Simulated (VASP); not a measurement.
# C in VASP: settings compared, part 2 of 2

VASP 6.6.1. The steps go on from the part before.

## (3) Relaxation of cell and atoms, LDA

Contents of INCAR:

```
SYSTEM = C
  PREC = Accurate
  ENCUT = 600
  EDIFF = 1E-6
  ISMEAR = -1
  SIGMA = 0.05
  LREAL = .False.
  LASPH = .True.
  NELM = 100
  ALGO = Normal
  ISIF = 3
  LWAVE = .False.
  LCHARG = .False.
  GGA = CA
  IBRION = 2
  NSW = 80
  EDIFFG = -0.005
```

Contents of KPOINTS:

```
regular mesh
0
Gamma
  13 13 13
  0 0 0
```

Contents of POSCAR:

```
C
1.0
    0.0000000000      1.7833700000      1.7833700000
    1.7833700000      0.0000000000      1.7833700000
    1.7833700000      1.7833700000      0.0000000000
C
2
Direct
    0.7500000000      0.7500000000      0.7500000000
    0.5000000000      0.5000000000      0.5000000000
```

Potentials or basis: VASP PAW LDA potentials, release 64 (C).

Launch:

```bash
cat potpaw_LDA.64/C/POTCAR > POTCAR
mpirun -np 1 vasp_std > vasp.out
```

OUTCAR:

```text
SYSTEM = C
   PREC = Accurate
   ENCUT = 600
   EDIFF = 1E-6
   ISMEAR = -1
   LREAL = .False.
   LASPH = .True.
   NELM = 100
   ISIF = 3
   GGA = CA
   IBRION = 2
   NSW = 80
   EDIFFG = -0.005

 ion  position               nearest neighbor table
   1  0.750  0.750  0.750-   2 1.54   2 1.54   2 1.54   2 1.54
   2  0.500  0.500  0.500-   1 1.54   1 1.54   1 1.54   1 1.54

  LATTYP: Found a face centered cubic cell.
 ALAT       =     3.5667400000

  Lattice vectors:

 A1 = (   0.0000000000,   1.7833700000,   1.7833700000)
 A2 = (   1.7833700000,   0.0000000000,   1.7833700000)
 A3 = (   1.7833700000,   1.7833700000,   0.0000000000)

Analysis of symmetry for initial positions (statically):
[... 252 lines left out ...]
  ---------------------------------------------------
  free energy    TOTEN  =       -20.25387536 eV

  energy without entropy =      -20.25387536  energy(sigma->0) =      -20.25387536

 E-fermi :  11.0028     XC(G=0): -13.6342

 val. band max:       10.1315948585   @ k =   0.0000   0.0000   0.0000
 cond. band min:      14.3063148518   @ k =   0.3846   0.3846   0.0000
 fundamental gap:      4.1747199933
 Fermi energy:        11.0028276285

 k-point     1 :       0.0000    0.0000    0.0000
  band No.  band energies     occupation
      1     -11.5591      2.00000
      2      10.1316      2.00000
      3      10.1316      2.00000
      4      10.1316      2.00000
      5      15.7526      0.00000
      6      15.7526      0.00000
      7      15.7526      0.00000
      8      24.3260      0.00000
[... 243 lines left out ...]
 k-point    24 :       0.4615    0.1538    0.0000
  band No.  band energies     occupation
      1      -6.4272      2.00000
      2      -1.2635      2.00000
      3       5.6541      2.00000
      4       6.1320      2.00000
      5      17.2645      0.00000
      6      20.8176      0.00000
      7      21.4238      0.00000
      8      24.1541      0.00000

 [... further k-points ...]
[... 5 lines left out ...]
  --------------------------------------------------------------------------------------
  -------------------------------------------------------------------------------------
  Total       -0.0075173     -0.0075173     -0.0075173      0.0000000      0.0000000      0.0000000
  in kB       -1.0915889     -1.0915889     -1.0915889      0.0000000      0.0000000      0.0000000
  external PRESSURE =      -1.0915889 kB  Pullay stress =       0.0000000 kB
[... 17 lines left out ...]
  FREE ENERGIE OF THE ION-ELECTRON SYSTEM (eV)
  ---------------------------------------------------
  free  energy   TOTEN  =       -20.2538753575 eV

  energy  without entropy=      -20.2538753574  energy(sigma->0) =      -20.25387536

 reached required accuracy - stopping structural energy minimisation
```

Run time: 12 s. Hardware: 1 thread of Intel Xeon Platinum 8488C (Sapphire Rapids), shared host; peak memory 0.11 GiB.

Results:

```yaml
Free_energy: -20.2539 eV
Relaxed_volume: 5.52 Å³/atom
Relaxed_cell: a = 2.499 Å, b = 2.499 Å, c = 2.499 Å, α = 60.00°, β = 60.00°, γ = 60.00°
Space_group_after_relaxing_to_0.1_Å: Fd-3m (No. 227)
Energy_gained_by_relaxing: 6.2 meV/atom
Ionic_steps: 3
Pressure_after_relaxing: -0.1 GPa
Band_gap_on_the_k_mesh: 4.17 eV (least direct gap 5.62 eV)
```

The path:
| step | energy change (eV) | largest force (eV/Å) | pressure (GPa) | volume (Å³) |
| --- | --- | --- | --- | --- |
| 1 | 0.0000 | 0.0000 | -12.37 | 11.34 |
| 2 | 0.0090 | 0.0000 | 17.94 | 10.64 |
| 3 | -0.0123 | 0.0000 | -0.11 | 11.03 |

Final structure:
```cif
data_structure
_symmetry_space_group_name_H-M 'P 1'
_symmetry_Int_Tables_number 1
_cell_length_a 2.4989
_cell_length_b 2.4989
_cell_length_c 2.4989
_cell_angle_alpha 60.000
_cell_angle_beta 60.000
_cell_angle_gamma 60.000
_cell_volume 11.03
loop_
_atom_site_label
_atom_site_type_symbol
_atom_site_fract_x
_atom_site_fract_y
_atom_site_fract_z
_atom_site_occupancy
C1 C 0.75000 0.75000 0.75000 1
C2 C 0.50000 0.50000 0.50000 1
```

Levels at points of the mesh, in eV from the valence-band top:
```
           k point  band 2  band 3  band 4  band 5  band 6  band 7
(0.00, 0.00, 0.00)    0.00    0.00    0.00    5.62    5.62    5.62
```

Caveat: an odd mesh through Γ misses points on the zone boundary, where band edges can lie.

## (4) Single point, PBE (atoms moved at random)

Contents of INCAR:

```
SYSTEM = C
PREC = Accurate ; ENCUT = 520
EDIFF = 1E-7 ; ISMEAR = 0
SIGMA = 0.02 ; LREAL = .False.
LASPH = .True. ; ALGO = Normal
NELM = 100 ; ISIF = 2
LWAVE = .False. ; LCHARG = .False.
```

Contents of KPOINTS:

```
k-points
0
Gamma
  11 11 11
```

Contents of POSCAR:

```
C
1.0
    0.0000000000      1.7833700000      1.7833700000
    1.7833700000      0.0000000000      1.7833700000
    1.7833700000      1.7833700000      0.0000000000
C
2
Direct
    0.7522110000      0.7452370000      0.7483450000
    0.4991260000      0.4926460000      0.5018920000
```

Potentials or basis: VASP PAW PBE potentials, release 64 (C).

Launch:

```bash
cat potpaw_PBE.64/C/POTCAR > POTCAR
mpirun -np 1 vasp_std > vasp.out
```

Run time: 33 s. Hardware: 1 thread of AMD EPYC 9R45 (Zen 5), shared host; peak memory 0.12 GiB.

The run converged. Its results:

```yaml
Free_energy: -18.1833 eV
Pressure: 2.5 GPa
Largest_force: 0.383 eV/Å
Band_gap_on_the_k_mesh: 3.97 eV (least direct gap 5.29 eV)
```

Forces on the atoms (eV/Å):
```
C    0.062  0.029 -0.377
C   -0.062 -0.029  0.377
```

Stress tensor (GPa, compression positive):
```
 2.50 -0.46  0.03
-0.46  2.51  0.07
 0.03  0.07  2.48
```

Levels at points of the mesh, in eV from the valence-band top:
```csv
k point,band 1,band 2,band 3,band 4,band 5,band 6,band 7,band 8
"(0.00, 0.00, 0.00)",-21.64,-0.32,-0.16,0.00,5.29,5.43,5.57,13.17
```

Caveat: the cell differs from its parent crystal (atoms moved at random); an odd mesh through Γ misses points on the zone boundary, where band edges can lie.

## (5) Single point, revpbe exchange, lda correlation (5.33 Å³/atom)

This run uses another cell than the first one, of 5.33 Å³/atom.

Contents of INCAR:

```
ALGO = Normal ; EDIFF = 1E-6
ENCUT = 600 ; GGA = LIBXC
GGA_COMPAT = False ; ISIF = 2
ISMEAR = 0 ; LASPH = True
LCHARG = False ; LIBXC1 = GGA_X_PBE_R
LIBXC2 = LDA_C_PW ; LREAL = False
LWAVE = False ; NBANDS = 11
NELM = 120 ; PREC = Accurate
SIGMA = 0.1
```

Contents of KPOINTS:

```
k-points
0
Gamma
  13 13 13
```

Contents of POSCAR:

```
C
1.0
    0.0000000000      1.7469644787      1.7469644787
    1.7469644787      0.0000000000      1.7469644787
    1.7469644787      1.7469644787      0.0000000000
C
2
Direct
    0.7500000000      0.7500000000      0.7500000000
    0.5000000000      0.5000000000      0.5000000000
```

Launch:

```bash
cat potpaw_PBE.64/C/POTCAR > POTCAR
mpirun -np 1 vasp_std > vasp.out
```

It took 8.6 s on 1 thread of Intel Xeon 6975P-C (Granite Rapids), shared host; peak memory 0.12 GiB.

It converged, with:

| Item | Value |
| --- | --- |
| Free energy | -15.2415 eV |
| Pressure | 48.9 GPa |
| Band gap on the k mesh | 4.74 eV (least direct gap 5.95 eV) |

Levels at points of the mesh, in eV from the valence-band top:
```csv
k point,band 1,band 2,band 3,band 4,band 5,band 6,band 7,band 8,band 9
"(0.00, 0.00, 0.00)",-22.05,0.00,0.00,0.00,5.95,5.95,5.95,14.89,21.11
```

Caveat: the cell stands under pressure; the PAW data sets were made with another functional, which shifts forces and pressure a little; an odd mesh through Γ misses points on the zone boundary, where band edges can lie.

## (6) Overview

| task | level | potentials or basis | cell | k mesh | cutoff (eV) | smearing | dipole correction | gap on the mesh (eV) | pressure (GPa) |
| --- | --- | --- | --- | --- | --- | --- | --- | --- | --- |
| single point | PBE | VASP PAW PBE potentials, release 64 (C) | a = 2.522 Å, angles 60.0°, 2 atoms | 13 × 13 × 13 | 520 | gaussian 0.019 eV | no | 4.14 | 2.5 |
| relaxation of cell and atoms | LDA | VASP PAW LDA potentials, release 64 (C) | relaxed from a = 2.522 Å, angles 60.0°, 2 atoms | 13 × 13 × 13 | 600 | fermi-dirac 0.05 eV | no | 4.17 | -0.1 |
| single point | PBE | VASP PAW PBE potentials, release 64 (C) | a = 2.522 Å, angles 60.0°, 2 atoms | 11 × 11 × 11 | 520 | gaussian 0.02 eV | - | 3.97 | 2.5 |
| single point | revpbe exchange, lda correlation | VASP PAW PBE potentials, release 64 (C) | a = 2.471 Å, angles 60.0°, 2 atoms | 13 × 13 × 13 | 600 | gaussian 0.1 eV | no | 4.74 | 48.9 |

Some of these runs hold the atoms at other places in the same cell, which the table doesn't show; runs alike in all that it shows share one row.

Alike in all rows: no spin polarisation.

Caveats: an odd mesh through Γ misses points on the zone boundary, where band edges can lie; the cell stands under pressure (at least some runs); the PAW data sets were made with another functional, which shifts forces and pressure a little (at least some runs).

Total energies depend on the potentials used, so only differences within one code and one set of settings carry meaning.

## (7) Comparison with measurements

Step 3. The cell as given is a measured one (5.67 Å³/atom); LDA puts the equilibrium volume -2.7 % from it, thermal expansion not counted.
